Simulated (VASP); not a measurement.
# FePt (Pm-3m) in VASP: notebook

Runs on FePt. Level: r2SCAN. Tasks: single point.

Everything below comes from runs of VASP 6.6.1. Logs are shortened: lines on timing, memory, paths and dates and some standing lists are left out, and cuts for length are marked.

## Step 1: The cell of the first run

It takes space group Pm-3m (No. 221, cubic). Conventional cell: a = 3.044 Å, b = 3.044 Å, c = 3.044 Å, α = 90.00°, β = 90.00°, γ = 90.00°. Within 3.5 Å of Fe (site symmetry m-3m) lie 8 Pt at 2.64 Å and 6 Fe at 3.04 Å. Within 3.5 Å of Pt (site symmetry m-3m) lie 8 Fe at 2.64 Å and 6 Pt at 3.04 Å.

## Step 2: Single point, r2SCAN, collinear spin, ferromagnetic start

File POSCAR:

```
FePt
1.0
    3.0442566564      0.0000000000      0.0000000000
    0.0000000000      3.0442566564      0.0000000000
    0.0000000000      0.0000000000      3.0442566564
Fe Pt
1 1
Direct
    0.0000000000      0.0000000000      0.0000000000
    0.5000000000      0.5000000000      0.5000000000
```

File INCAR.step1:

```
PREC     = Accurate       # precision mode
ENCUT    = 520            # plane-wave cutoff, eV
ISMEAR   = 0              # smearing method
SIGMA    = 0.1            # smearing width, eV
LREAL    = False          # projectors in reciprocal space
LASPH    = True           # aspherical terms in the spheres
NELM     = 150            # most SCF steps
ISPIN    = 2              # spin polarisation
MAGMOM   = 4 0            # initial moments
LMAXMIX  = 4              # l up to which the mixer works
NBANDS   = 20             # bands
GGA      = PE             # functional
ALGO     = Normal         # electronic algorithm
EDIFF    = 1E-4           # SCF threshold, eV
LWAVE    = True           # write WAVECAR
LCHARG   = False          # write CHGCAR
```

File INCAR.step2:

```
PREC     = Accurate       # precision mode
ENCUT    = 520            # plane-wave cutoff, eV
EDIFF    = 1E-7           # SCF threshold, eV
ISMEAR   = 0              # smearing method
SIGMA    = 0.1            # smearing width, eV
LREAL    = False          # projectors in reciprocal space
LASPH    = True           # aspherical terms in the spheres
NELM     = 150            # most SCF steps
ALGO     = Normal         # electronic algorithm
ISIF     = 2              # what is computed and relaxed
LWAVE    = False          # write WAVECAR
LCHARG   = True           # write CHGCAR
ISPIN    = 2              # spin polarisation
MAGMOM   = 4 0            # initial moments
LORBIT   = 11             # projections on sites
LMAXMIX  = 4              # l up to which the mixer works
METAGGA  = R2SCAN         # meta-GGA
LMIXTAU  = True         
LELF     = True           # ELF
LVHAR    = True         
NBANDS   = 20             # bands
ISTART   = 1
```

File KPOINTS:

```
regular mesh
0
Gamma
  6 6 6
```

Potentials or basis: VASP PAW PBE potentials, release 64 (Fe, Pt).

Command:

```bash
> cat potpaw_PBE.64/Fe/POTCAR potpaw_PBE.64/Pt/POTCAR > POTCAR
> cp INCAR.step1 INCAR
> mpirun -np 1 vasp_std > vasp.out
> cp INCAR.step2 INCAR
> mpirun -np 1 vasp_std > vasp.out
```

OUTCAR:

```text
PREC = Accurate
   ENCUT = 520
   EDIFF = 1E-7
   ISMEAR = 0
   LREAL = False
   LASPH = True
   NELM = 150
   ISIF = 2
   ISPIN = 2
   LORBIT = 11
   METAGGA = R2SCAN
   ISTART = 1

 ion  position               nearest neighbor table
   1  0.000  0.000  0.000-   2 2.64   2 2.64   2 2.64   2 2.64   2 2.64   2 2.64   2 2.64   2 2.64

   2  0.500  0.500  0.500-   1 2.64   1 2.64   1 2.64   1 2.64   1 2.64   1 2.64   1 2.64   1 2.64

  LATTYP: Found a simple cubic cell.
 ALAT       =     3.0442566564

  Lattice vectors:

 A1 = (   3.0442566564,   0.0000000000,   0.0000000000)
 A2 = (   0.0000000000,   3.0442566564,   0.0000000000)
 A3 = (   0.0000000000,   0.0000000000,   3.0442566564)

Analysis of symmetry for initial positions (statically):
=====================================================================
 Subroutine PRICEL returns:
 Original cell was already a primitive cell.

 Routine SETGRP: Setting up the symmetry group for a
 simple cubic supercell.

 Subroutine GETGRP returns: Found 48 space group operations
 (whereof 48 operations were pure point group operations)
 out of a pool of 48 trial point group operations.

The static configuration has the point symmetry O_h .

Analysis of symmetry for dynamics (positions and initial velocities):
=====================================================================
 Subroutine PRICEL returns:
 Original cell was already a primitive cell.

 Routine SETGRP: Setting up the symmetry group for a
 simple cubic supercell.

 Subroutine GETGRP returns: Found 48 space group operations
 (whereof 48 operations were pure point group operations)
 out of a pool of 48 trial point group operations.

The dynamic configuration has the point symmetry O_h .

Analysis of structural, dynamic, and magnetic symmetry:
=====================================================================
 Subroutine PRICEL returns:
 Original cell was already a primitive cell.

 Routine SETGRP: Setting up the symmetry group for a
 simple cubic supercell.

 Subroutine GETGRP returns: Found 48 space group operations
 (whereof 48 operations were pure point group operations)
 out of a pool of 48 trial point group operations.

The overall configuration has the point symmetry O_h .

 Subroutine INISYM returns: Found 48 space group operations
 (whereof 48 operations are pure point group operations),
 and found     1 'primitive' translations

----------------------------------------------------------------------------------------

                                     Primitive cell

  volume of cell :      28.2126

  direct lattice vectors                    reciprocal lattice vectors
     3.044256656  0.000000000  0.000000000     0.328487415  0.000000000  0.000000000
     0.000000000  3.044256656  0.000000000     0.000000000  0.328487415  0.000000000
     0.000000000  0.000000000  3.044256656     0.000000000  0.000000000  0.328487415

  length of vectors
     3.044256656  3.044256656  3.044256656     0.328487415  0.328487415  0.328487415

  position of ions in fractional coordinates (direct lattice)
     0.000000000  0.000000000  0.000000000
     0.500000000  0.500000000  0.500000000

  ion indices of the primitive-cell ions
   primitive index   ion index
                 1           1
                 2           2

----------------------------------------------------------------------------------------

 KPOINTS: regular mesh

Automatic generation of k-mesh.
 Grid dimensions read from file:
 generate k-points for:    6    6    6

 Generating k-lattice:

  Cartesian coordinates                     Fractional coordinates (reciprocal lattice)
     0.054747903  0.000000000  0.000000000     0.166666667  0.000000000  0.000000000
     0.000000000  0.054747903  0.000000000     0.000000000  0.166666667  0.000000000
     0.000000000  0.000000000  0.054747903     0.000000000  0.000000000  0.166666667

  Length of vectors
     0.054747903  0.054747903  0.054747903

  Shift w.r.t. Gamma in fractional coordinates (k-lattice)
     0.000000000  0.000000000  0.000000000

 Subroutine IBZKPT returns following result:
 ===========================================

 Found     20 irreducible k-points:

 Following reciprocal coordinates:
            Coordinates               Weight
  0.000000  0.000000  0.000000      1.000000
  0.166667  0.000000  0.000000      6.000000
  0.333333  0.000000  0.000000      6.000000
  0.500000  0.000000  0.000000      3.000000
  0.166667  0.166667  0.000000     12.000000
  0.333333  0.166667  0.000000     24.000000
[... 12 lines left out ...]
  0.500000  0.500000  0.333333      6.000000
  0.500000  0.500000  0.500000      1.000000
   k-points           NKPTS =     20   k-points in BZ     NKDIM =     20   number of bands    NBANDS=     20
   number of dos      NEDOS =    301   number of ions     NIONS =      2
   total plane-waves  NPLWV =  13824
   dimension x,y,z NGX =    24 NGY =   24 NGZ =   24
   dimension x,y,z NGXF=    48 NGYF=   48 NGZF=   48
   ions per type =               1   1
   NGX,Y,Z   is equivalent  to a cutoff of  13.11, 13.11, 13.11 a.u.
   NGXF,Y,Z  is equivalent  to a cutoff of  26.21, 26.21, 26.21 a.u.
 SYSTEM =  unknown system
   PREC   = accura    normal or accurate (medium, high low for compatibility)
   ISTART =      1    job   : 0-new  1-cont  2-samecut
   ICHARG =      0    charge: 1-file 2-atom 10-const
   ISPIN  =      2    spin polarized calculation?
   LNONCOLLINEAR =      F non collinear calculations
   LSORBIT =      F    spin-orbit coupling
   LASPH  =      T    aspherical Exc in radial PAW
   ENCUT  =  520.0 eV  38.22 Ry    6.18 a.u.   5.66  5.66  5.66*2*pi/ulx,y,z
   NELM   =    150;   NELMIN=  2; NELMDL=  0     # of ELM steps
   EDIFF  = 0.1E-06   stopping-criterion for ELM
   LREAL  =      F    real-space projection
   EDIFFG = 0.1E-05   stopping-criterion for IOM
   NSW    =      0    number of steps for IOM
   IBRION =     -1    ionic relax: 0-MD 1-quasi-New 2-CG
   NFREE  =      0    steps in history (QN), initial steepest desc. (CG)
   ISIF   =      2    stress and relaxation
   ISYM   =      2    0-nonsym 1-usesym 2-fastsym
   POTIM  = 0.5000    time-step for ionic-motion
   TEBEG  =    0.0;   TEEND  =   0.0 temperature during run
   PSTRESS=    0.0 pullay stress
   NELECT =      18.0000    total number of electrons
   NUPDOWN=      -1.0000    fix difference up-down
   EMIN   =  10.00;   EMAX   =-10.00  energy-range for DOS
   EFERMI =   0.00;   METHOD = LEGACY
   ISMEAR =     0;   SIGMA  =   0.10  broadening in eV -4-tet -1-fermi 0-gaus
   EFERMI_NEDOS =   21; number of points for ismear=-14 and -15
   IALGO  =     38    algorithm
   IMIX   =      4    mixing-type and parameters
     AMIX     =   0.40;   BMIX     =  1.00
     AMIX_MAG =   1.60;   BMIX_MAG =  1.00
  volume/ion in A,a.u.               =      14.11        95.19
  Fermi-wavevector in a.u.,A,eV,Ry     =   1.409346  2.663278 27.024669  1.986257
  Thomas-Fermi vector in A             =   2.531412
   LORBIT       =     11    0 simple, 1 ext, 2 COOP (PROOUT), +10 PAW based schemes
   METAGGA = R2SCAN    functional components
   LHFCALC =     F    Hartree Fock is set to
   AEXX    =    0.0000 exact exchange contribution
   IVDW    =     0    specifies the selected vdW correction
   LEPSILON=     F    determine dielectric tensor
   LRPA    =     F    only Hartree local field effects (RPA)
 spin polarized calculation
 Gauss-broadening in eV      SIGMA  =   0.10
  energy-cutoff  :      520.00
  volume of cell :       28.21
 maximum number of plane-waves:       770
 NGX is ok and might be reduce to    24
   NGX = 11   NGY = 11   NGZ = 11

 number of electron      17.9999995 magnetization       3.7025544

 Free energy of the ion-electron system (eV)
  ---------------------------------------------------
  ext. energy  EPLUGINS =         0.00000000
  ---------------------------------------------------
  free energy    TOTEN  =       -66.23223747 eV

  energy without entropy =      -66.21804527  energy(sigma->0) =      -66.22514137

 E-fermi :   8.6410     XC(G=0): -14.0248

 val. band max:        8.6255311949   @ k =   0.3333   0.3333   0.3333
 cond. band min:       8.6574300344   @ k =   0.3333   0.1667   0.1667
 fundamental gap:      0.0318988395
 Fermi energy:         8.6409518034

 spin component 1

 k-point     1 :       0.0000    0.0000    0.0000
  band No.  band energies     occupation
      1      -1.4849      1.00000
      2       1.7867      1.00000
      3       1.7867      1.00000
      4       4.3140      1.00000
      5       4.3141      1.00000
      6       4.3141      1.00000
[... 12 lines left out ...]
     19      28.5657      0.00000
     20      28.5657      0.00000

 k-point     2 :       0.1667    0.0000    0.0000
  band No.  band energies     occupation
      1      -0.9190      1.00000
      2       2.0298      1.00000
      3       2.0973      1.00000
      4       4.3243      1.00000
      5       4.3244      1.00000
      6       4.4733      1.00000
[... 12 lines left out ...]
     19      28.9486      0.00000
     20      29.0443      0.00000
[... 372 lines left out ...]
      2       3.0441      1.00000
      3       3.0441      1.00000
      4       3.3930      1.00000
      5       4.4259      1.00000
      6       4.4259      1.00000
[... 12 lines left out ...]
     19      35.8382      0.00000
     20      35.8382      0.00000

 k-point    20 :       0.5000    0.5000    0.5000
  band No.  band energies     occupation
      1       3.0265      1.00000
      2       3.0265      1.00000
      3       3.0265      1.00000
      4       3.9318      1.00000
      5       3.9318      1.00000
      6       3.9318      1.00000
[... 12 lines left out ...]
     19      39.3374      0.00000
     20      39.3374      0.00000
 Fermi energy:         8.6409518034

 spin component 2

 k-point     1 :       0.0000    0.0000    0.0000
  band No.  band energies     occupation
      1      -1.4710      1.00000
      2       2.8788      1.00000
      3       2.8788      1.00000
      4       5.9921      1.00000
      5       5.9922      1.00000
      6       5.9922      1.00000
[... 12 lines left out ...]
     19      28.5253      0.00000
     20      28.5253      0.00000

 k-point     2 :       0.1667    0.0000    0.0000
  band No.  band energies     occupation
      1      -0.8999      1.00000
      2       3.0911      1.00000
      3       3.2049      1.00000
      4       5.8370      1.00000
      5       5.8371      1.00000
      6       6.1579      1.00000
[... 12 lines left out ...]
     19      29.0282      0.00000
     20      29.0825      0.00000
[... 373 lines left out ...]
      3       3.5647      1.00000
      4       5.1479      1.00000
      5       6.8220      1.00000
      6       6.8220      1.00000
[... 12 lines left out ...]
     19      36.0886      0.00000
     20      36.0886      0.00000

 k-point    20 :       0.5000    0.5000    0.5000
  band No.  band energies     occupation
      1       3.2820      1.00000
      2       3.2820      1.00000
      3       3.2820      1.00000
      4       6.6173      1.00000
      5       6.6175      1.00000
      6       6.6175      1.00000
[... 12 lines left out ...]
     19      39.7063      0.00000
     20      39.7063      0.00000

------------------------ aborting loop because EDIFF is reached ----------------------------------------

  FORCE on cell =-STRESS in cart. coord.  units (eV):
  Direction    XX          YY          ZZ          XY          YZ          ZX
  --------------------------------------------------------------------------------------
  -------------------------------------------------------------------------------------
  Total        0.2919883      0.2919883      0.2919883      0.0000000      0.0000000     -0.0000000
  in kB       16.5818234     16.5818234     16.5818234      0.0000000      0.0000000     -0.0000000
  external PRESSURE =      16.5818234 kB  Pullay stress =       0.0000000 kB

 VOLUME and BASIS-vectors are now :
 -----------------------------------------------------------------------------
  energy-cutoff  :      520.00
  volume of cell :       28.21
      direct lattice vectors                 reciprocal lattice vectors
     3.044256656  0.000000000  0.000000000     0.328487415  0.000000000  0.000000000
     0.000000000  3.044256656  0.000000000     0.000000000  0.328487415  0.000000000
     0.000000000  0.000000000  3.044256656     0.000000000  0.000000000  0.328487415

 POSITION                                       TOTAL-FORCE (eV/Angst)
 -----------------------------------------------------------------------------------
      0.00000      0.00000      0.00000         0.000000      0.000000      0.000000
      1.52213      1.52213      1.52213         0.000000      0.000000      0.000000
 -----------------------------------------------------------------------------------
    total drift:                                0.000000     -0.000000     -0.000000

  FREE ENERGIE OF THE ION-ELECTRON SYSTEM (eV)
  ---------------------------------------------------
  free  energy   TOTEN  =       -66.2322374723 eV

  energy  without entropy=      -66.2180452702  energy(sigma->0) =      -66.22514137

 total charge

# of ion       s       p       d       tot
------------------------------------------
    1        0.424   0.486   6.021   6.931
    2        0.694   0.611   8.094   9.399
--------------------------------------------------
tot          1.118   1.097  14.115  16.330

 magnetization (x)

# of ion       s       p       d       tot
------------------------------------------
    1        0.031   0.016   3.277   3.323
    2       -0.039  -0.059   0.441   0.343
--------------------------------------------------
tot         -0.007  -0.043   3.717   3.667
```

Wall time 34 s (1 thread of Intel Xeon 6975P-C (Granite Rapids), shared host); peak memory 0.16 GiB.

Results:

- Free energy: -66.2322 eV
- Pressure: 1.7 GPa
- Net moment: 3.70 μB per cell
- Site moments: Fe +3.32; Pt +0.34 μB
- Valence electrons inside the program's atomic spheres: Fe 6.93; Pt 9.40

Caveat: the PAW data sets were made with another functional, which shifts forces and pressure a little; spin-orbit coupling is left out, which moves the levels of the heavy elements.

## Step 3: Single point, r2SCAN, collinear spin, ferromagnetic start

This run uses another cell than the first one, of 14.19 Å³/atom.

File POSCAR:

```
FePt
1.0
    3.0504188170      0.0000000000      0.0000000000
    0.0000000000      3.0504188170      0.0000000000
    0.0000000000      0.0000000000      3.0504188170
Fe Pt
1 1
Direct
    0.0000000000      0.0000000000      0.0000000000
    0.5000000000      0.5000000000      0.5000000000
```

File INCAR.step1:

```
PREC = Accurate
ENCUT = 520
ISMEAR = 0
SIGMA = 0.1
LREAL = F
LASPH = T
NELM = 150
ISPIN = 2
MAGMOM = 3.68 0.45
LMAXMIX = 4
NBANDS = 20
GGA = PE
ALGO = Normal
EDIFF = 1E-4
LWAVE = T
LCHARG = F
```

File INCAR.step2:

```
PREC = Accurate
ENCUT = 520
EDIFF = 1E-6
ISMEAR = 0
SIGMA = 0.1
LREAL = F
LASPH = T
NELM = 150
ALGO = Normal
ISIF = 2
LWAVE = F
LCHARG = T
ISPIN = 2
MAGMOM = 3.68 0.45
LORBIT = 11
LMAXMIX = 4
METAGGA = R2SCAN
LMIXTAU = T
LELF = T
LVHAR = T
NBANDS = 20
ISTART = 1
```

File KPOINTS:

```
Automatic mesh
0
Gamma
  18 18 18
```

Potentials or basis: VASP PAW PBE potentials, release 64 (Fe, Pt).

Command:

```bash
> cat potpaw_PBE.64/Fe/POTCAR potpaw_PBE.64/Pt/POTCAR > POTCAR
> cp INCAR.step1 INCAR
> mpirun -np 1 vasp_std > vasp.out
> cp INCAR.step2 INCAR
> mpirun -np 1 vasp_std > vasp.out
```

Run time: 4 min. Hardware: 1 thread of Intel Xeon 6975P-C (Granite Rapids), shared host; peak memory 0.31 GiB.

It converged, with:

```yaml
Free_energy: -66.2299 eV
Pressure: -0.1 GPa
Net_moment: 3.61 μB per cell
Site_moments: Fe +3.28; Pt +0.30 μB
Valence_electrons_inside_the_program's_atomic_spheres: Fe 6.93; Pt 9.38
```

Levels at points of the mesh, in eV from the Fermi level:
Spin up:
```tsv
k point	band 7	band 8	band 9	band 10	band 11	band 12	band 13	band 14	band 15	band 16
(0.00, 0.00, 0.00)	-2.91	-2.91	-1.22	-1.22	-1.22	7.71	7.71	7.71	15.07	15.83
(0.50, 0.00, 0.00)	-3.64	-3.64	-3.36	-2.26	-2.25	-0.26	13.17	14.51	14.51	15.49
(0.50, 0.50, 0.00)	-2.40	-1.17	-1.08	-1.08	-0.57	-0.57	4.13	7.45	14.76	14.76
(0.50, 0.50, 0.50)	-3.45	-3.45	-1.09	-1.09	6.22	6.47	6.55	6.55	6.55	9.52
```
Spin down:
```
           k point  band 5  band 6  band 7  band 8  band 9  band 10
(0.00, 0.00, 0.00)   -2.69   -2.69    1.19    1.19    1.36     1.36
(0.50, 0.00, 0.00)   -3.34   -1.88   -0.43   -0.43   -0.30     0.04
(0.50, 0.50, 0.00)   -0.80   -0.52   -0.52   -0.50    1.45     1.70
(0.50, 0.50, 0.50)   -2.02   -2.02   -0.72   -0.72    2.13     2.13
```

Caveat: the PAW data sets were made with another functional, which shifts forces and pressure a little; spin-orbit coupling is left out, which moves the levels of the heavy elements.
